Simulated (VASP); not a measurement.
# SnSe2 (P-3m1) in VASP: a series of runs

The runs below take SnSe2 through single point, with PBE.

Program: VASP 6.6.1. These are calculated values, not measurements. Logs are shortened: lines on timing, memory, paths and dates and some standing lists are left out, and cuts for length are marked.

## (1) The cell of the first run

The structure is trigonal, space group P-3m1 (No. 164). Conventional cell: a = 3.825 Å, b = 3.825 Å, c = 6.227 Å, α = 90.00°, β = 90.00°, γ = 120.00°. Sn (site symmetry -3m) has 6 Se at 2.71 Å within 3.6 Å. Se (site symmetry 3m) has 3 Sn at 2.71 Å within 3.6 Å.

## (2) Single point, PBE

The input, INCAR:

```
SYSTEM = SnSe2
  PREC = Accurate
  ENCUT = 520
  EDIFF = 1E-7
  ISMEAR = -1
  SIGMA = 0.02
  LREAL = .False.
  LASPH = .True.
  NELM = 60
  ALGO = Normal
  ISIF = 2
  LWAVE = .False.
  LCHARG = .False.
  GGA = PE
  NBANDS = 20
```

The input, KPOINTS:

```
Automatic mesh
0
Gamma
  12 12 4
  0 0 0
```

The input, POSCAR:

```
SnSe2
1.0
    3.8251493298      0.0000000000      0.0000000000
   -1.9125746649      3.3126764929      0.0000000000
    0.0000000000      0.0000000000      6.2270790644
Sn Se
1 2
Direct
    0.0000000000      0.0000000000      0.0000000000
    0.3333333333      0.6666666667      0.2530782229
    0.6666666667      0.3333333333      0.7469217771
```

Potentials or basis: VASP PAW PBE potentials, release 64 (Sn_d, Se).

The run is started by

```bash
$ cat potpaw_PBE.64/Sn_d/POTCAR potpaw_PBE.64/Se/POTCAR > POTCAR
$ mpirun -np 1 vasp_std > vasp.out
```

OUTCAR:

```text
SYSTEM = SnSe2
   PREC = Accurate
   ENCUT = 520
   EDIFF = 1E-7
   ISMEAR = -1
   LREAL = .False.
   LASPH = .True.
   NELM = 60
   ISIF = 2
   GGA = PE

 ion  position               nearest neighbor table
   1  0.000  0.000  0.000-   2 2.71   3 2.71   3 2.71   2 2.71   3 2.71   2 2.71
   2  0.333  0.667  0.253-   1 2.71   1 2.71   1 2.71
   3  0.667  0.333  0.747-   1 2.71   1 2.71   1 2.71

  LATTYP: Found a hexagonal cell.
 ALAT       =     3.8251493298
 C/A-ratio  =     1.6279309714

  Lattice vectors:

 A1 = (   3.8251493298,   0.0000000000,   0.0000000000)
 A2 = (  -1.9125746649,   3.3126764929,   0.0000000000)
 A3 = (   0.0000000000,   0.0000000000,   6.2270790644)

Analysis of symmetry for initial positions (statically):
=====================================================================
 Subroutine PRICEL returns:
 Original cell was already a primitive cell.

 Routine SETGRP: Setting up the symmetry group for a
 hexagonal supercell.

 Subroutine GETGRP returns: Found 12 space group operations
 (whereof 12 operations were pure point group operations)
 out of a pool of 24 trial point group operations.

The static configuration has the point symmetry D_3d.

Analysis of symmetry for dynamics (positions and initial velocities):
=====================================================================
 Subroutine PRICEL returns:
 Original cell was already a primitive cell.

 Routine SETGRP: Setting up the symmetry group for a
 hexagonal supercell.

 Subroutine GETGRP returns: Found 12 space group operations
 (whereof 12 operations were pure point group operations)
 out of a pool of 24 trial point group operations.

The dynamic configuration has the point symmetry D_3d.

 Subroutine INISYM returns: Found 12 space group operations
 (whereof 12 operations are pure point group operations),
 and found     1 'primitive' translations

----------------------------------------------------------------------------------------

                                     Primitive cell

  volume of cell :      78.9063

  direct lattice vectors                    reciprocal lattice vectors
     3.825149330  0.000000000  0.000000000     0.261427702  0.150935354  0.000000000
    -1.912574665  3.312676493  0.000000000     0.000000000  0.301870709  0.000000000
     0.000000000  0.000000000  6.227079064     0.000000000  0.000000000  0.160588936

  length of vectors
     3.825149330  3.825149330  6.227079064     0.301870709  0.301870709  0.160588936

  position of ions in fractional coordinates (direct lattice)
     0.000000000  0.000000000  0.000000000
     0.333333333  0.666666667  0.253078223
     0.666666667  0.333333333  0.746921777

  ion indices of the primitive-cell ions
   primitive index   ion index
                 1           1
                 2           2
                 3           3

----------------------------------------------------------------------------------------

 KPOINTS: Automatic mesh

Automatic generation of k-mesh.
 Grid dimensions read from file:
 generate k-points for:   12   12    4

 Generating k-lattice:

  Cartesian coordinates                     Fractional coordinates (reciprocal lattice)
     0.021785642  0.012577946  0.000000000     0.083333333  0.000000000  0.000000000
     0.000000000  0.025155892  0.000000000     0.000000000  0.083333333  0.000000000
     0.000000000  0.000000000  0.040147234     0.000000000  0.000000000  0.250000000

  Length of vectors
     0.025155892  0.025155892  0.040147234

  Shift w.r.t. Gamma in fractional coordinates (k-lattice)
     0.000000000  0.000000000  0.000000000

 Subroutine IBZKPT returns following result:
 ===========================================

 Found     69 irreducible k-points:

 Following reciprocal coordinates:
            Coordinates               Weight
  0.000000  0.000000  0.000000      1.000000
  0.083333  0.000000  0.000000      6.000000
  0.166667  0.000000  0.000000      6.000000
  0.250000 -0.000000  0.000000      6.000000
  0.333333  0.000000  0.000000      6.000000
  0.416667 -0.000000  0.000000      6.000000
[... 16 lines left out ...]
  0.166667  0.000000  0.250000      6.000000
  0.000000  0.166667  0.250000      6.000000
 [... further k-points ...]
   k-points           NKPTS =     69   k-points in BZ     NKDIM =     69   number of bands    NBANDS=     20
   number of dos      NEDOS =    301   number of ions     NIONS =      3
   total plane-waves  NPLWV =  37632
   dimension x,y,z NGX =    28 NGY =   28 NGZ =   48
   dimension x,y,z NGXF=    56 NGYF=   56 NGZF=   96
   ions per type =               1   2
   NGX,Y,Z   is equivalent  to a cutoff of  12.17, 12.17, 12.81 a.u.
   NGXF,Y,Z  is equivalent  to a cutoff of  24.34, 24.34, 25.63 a.u.
 SYSTEM =  SnSe2
   PREC   = accura    normal or accurate (medium, high low for compatibility)
   ISTART =      0    job   : 0-new  1-cont  2-samecut
   ICHARG =      2    charge: 1-file 2-atom 10-const
   ISPIN  =      1    spin polarized calculation?
   LNONCOLLINEAR =      F non collinear calculations
   LSORBIT =      F    spin-orbit coupling
   LASPH  =      T    aspherical Exc in radial PAW
   ENCUT  =  520.0 eV  38.22 Ry    6.18 a.u.   7.11  7.11 11.58*2*pi/ulx,y,z
   NELM   =     60;   NELMIN=  2; NELMDL= -5     # of ELM steps
   EDIFF  = 0.1E-06   stopping-criterion for ELM
   LREAL  =      F    real-space projection
   EDIFFG = 0.1E-05   stopping-criterion for IOM
   NSW    =      0    number of steps for IOM
   IBRION =     -1    ionic relax: 0-MD 1-quasi-New 2-CG
   NFREE  =      0    steps in history (QN), initial steepest desc. (CG)
   ISIF   =      2    stress and relaxation
   ISYM   =      2    0-nonsym 1-usesym 2-fastsym
   POTIM  = 0.5000    time-step for ionic-motion
   TEBEG  =    0.0;   TEEND  =   0.0 temperature during run
   PSTRESS=    0.0 pullay stress
   NELECT =      26.0000    total number of electrons
   NUPDOWN=      -1.0000    fix difference up-down
   EMIN   =  10.00;   EMAX   =-10.00  energy-range for DOS
   EFERMI =   0.00;   METHOD = LEGACY
   ISMEAR =    -1;   SIGMA  =   0.02  broadening in eV -4-tet -1-fermi 0-gaus
   EFERMI_NEDOS =   21; number of points for ismear=-14 and -15
   IALGO  =     38    algorithm
   IMIX   =      4    mixing-type and parameters
     AMIX     =   0.40;   BMIX     =  1.00
     AMIX_MAG =   1.60;   BMIX_MAG =  1.00
  volume/ion in A,a.u.               =      26.30       177.50
  Fermi-wavevector in a.u.,A,eV,Ry     =   1.130738  2.136785 17.395982  1.278569
  Thomas-Fermi vector in A             =   2.267435
   LORBIT       =      0    0 simple, 1 ext, 2 COOP (PROOUT), +10 PAW based schemes
   GGA     = PE    functional components
   LHFCALC =     F    Hartree Fock is set to
   AEXX    =    0.0000 exact exchange contribution
   IVDW    =     0    specifies the selected vdW correction
   LEPSILON=     F    determine dielectric tensor
   LRPA    =     F    only Hartree local field effects (RPA)
 non-spin polarized calculation
  energy-cutoff  :      520.00
  volume of cell :       78.91
 maximum number of plane-waves:      2142
   NGX = 15   NGY = 15   NGZ = 23

 number of electron      26.0000000 magnetization

 Free energy of the ion-electron system (eV)
  ---------------------------------------------------
  ext. energy  EPLUGINS =         0.00000000
  ---------------------------------------------------
  free energy    TOTEN  =       -11.82419396 eV

  energy without entropy =      -11.82419396  energy(sigma->0) =      -11.82419396

 E-fermi :   4.3111     XC(G=0):  -9.3746

 val. band max:        3.9408191047   @ k =   0.0833   0.0833   0.0000
 cond. band min:       4.6765956961   @ k =   0.5000  -0.0000   0.5000
 fundamental gap:      0.7357765914
 Fermi energy:         4.3111225583

 k-point     1 :       0.0000    0.0000    0.0000
  band No.  band energies     occupation
      1     -17.2861      2.00000
      2     -17.2861      2.00000
      3     -17.2492      2.00000
      4     -17.2375      2.00000
      5     -17.2375      2.00000
      6      -9.8325      2.00000
[... 12 lines left out ...]
     19      12.9295      0.00000
     20      12.9295      0.00000

 k-point     2 :       0.0833    0.0000    0.0000
  band No.  band energies     occupation
      1     -17.2889      2.00000
      2     -17.2835      2.00000
      3     -17.2473      2.00000
      4     -17.2393      2.00000
      5     -17.2373      2.00000
      6      -9.7650      2.00000
[... 12 lines left out ...]
     19      12.2627      0.00000
     20      13.0172      0.00000

 k-point     3 :       0.1667    0.0000    0.0000
  band No.  band energies     occupation
      1     -17.2974      2.00000
      2     -17.2772      2.00000
      3     -17.2454      2.00000
      4     -17.2401      2.00000
      5     -17.2361      2.00000
      6      -9.5670      2.00000
[... 12 lines left out ...]
     19      12.1852      0.00000
     20      13.2074      0.00000

 k-point     4 :       0.2500   -0.0000    0.0000
  band No.  band energies     occupation
      1     -17.3101      2.00000
      2     -17.2705      2.00000
      3     -17.2504      2.00000
      4     -17.2324      2.00000
      5     -17.2323      2.00000
      6      -9.2545      2.00000
[... 12 lines left out ...]
     19      12.2223      0.00000
     20      13.4919      0.00000

 k-point     5 :       0.3333    0.0000    0.0000
  band No.  band energies     occupation
      1     -17.3236      2.00000
      2     -17.2665      2.00000
      3     -17.2554      2.00000
      4     -17.2259      2.00000
      5     -17.2239      2.00000
      6      -8.8630      2.00000
[... 12 lines left out ...]
     19      12.9429      0.00000
     20      13.7003      0.00000
[... 353 lines left out ...]
      6      -9.6849      2.00000
[... 12 lines left out ...]
     19      12.1217      0.00000
     20      12.8963      0.00000

 k-point    22 :       0.0000    0.0833    0.2500
  band No.  band energies     occupation
      1     -17.2889      2.00000
      2     -17.2835      2.00000
      3     -17.2473      2.00000
      4     -17.2393      2.00000
      5     -17.2373      2.00000
      6      -9.6849      2.00000
[... 12 lines left out ...]
     19      12.0708      0.00000
     20      12.6291      0.00000

 k-point    23 :       0.1667    0.0000    0.2500
  band No.  band energies     occupation
      1     -17.2974      2.00000
      2     -17.2772      2.00000
      3     -17.2453      2.00000
      4     -17.2401      2.00000
      5     -17.2361      2.00000
      6      -9.4888      2.00000
[... 12 lines left out ...]
     19      12.2152      0.00000
     20      13.1343      0.00000

 k-point    24 :       0.0000    0.1667    0.2500
  band No.  band energies     occupation
      1     -17.2974      2.00000
      2     -17.2772      2.00000
      3     -17.2454      2.00000
      4     -17.2400      2.00000
      5     -17.2361      2.00000
      6      -9.4885      2.00000
[... 12 lines left out ...]
     19      11.9755      0.00000
     20      12.8826      0.00000

 [... further k-points ...]
[... 5 lines left out ...]
  --------------------------------------------------------------------------------------
  -------------------------------------------------------------------------------------
  Total        1.4277389      1.4277389      1.5167966      0.0000000      0.0000000     -0.0000000
  in kB       28.9899565     28.9899565     30.7982561      0.0000000      0.0000000     -0.0000000
  external PRESSURE =      29.5927230 kB  Pullay stress =       0.0000000 kB

 VOLUME and BASIS-vectors are now :
 -----------------------------------------------------------------------------
  energy-cutoff  :      520.00
  volume of cell :       78.91
      direct lattice vectors                 reciprocal lattice vectors
     3.825149330  0.000000000  0.000000000     0.261427702  0.150935354  0.000000000
    -1.912574665  3.312676493  0.000000000     0.000000000  0.301870709  0.000000000
     0.000000000  0.000000000  6.227079064     0.000000000  0.000000000  0.160588936

 POSITION                                       TOTAL-FORCE (eV/Angst)
 -----------------------------------------------------------------------------------
      0.00000      0.00000      0.00000         0.000000      0.000000      0.000000
     -0.00000      2.20845      1.57594         0.000000     -0.000000      0.275359
      1.91257      1.10423      4.65114        -0.000000      0.000000     -0.275359
 -----------------------------------------------------------------------------------
    total drift:                               -0.000000     -0.000000      0.000000

  FREE ENERGIE OF THE ION-ELECTRON SYSTEM (eV)
  ---------------------------------------------------
  free  energy   TOTEN  =       -11.8241939617 eV

  energy  without entropy=      -11.8241939615  energy(sigma->0) =      -11.82419396
```

It took 52 s on 1 thread of AMD EPYC 9R45 (Zen 5), shared host; peak memory 0.22 GiB.

Results:

- Free energy: -11.8242 eV
- Pressure: 3.0 GPa
- Largest force: 0.275 eV/Å
- Band gap on the k mesh: 0.74 eV, indirect (least direct gap 1.12 eV)

Forces in eV/Å, atoms in the order of the input:
```
Sn   0.000  0.000  0.000
Se   0.000  0.000  0.275
Se   0.000  0.000 -0.275
```

Caveat: spin-orbit coupling is left out, which moves the levels of the heavy elements; this functional lacks dispersion, which binds the layers, so the pressure and a relaxed spacing across them are unreliable. A k mesh can miss the band edges.

(Part 1 of 2 ends here.)
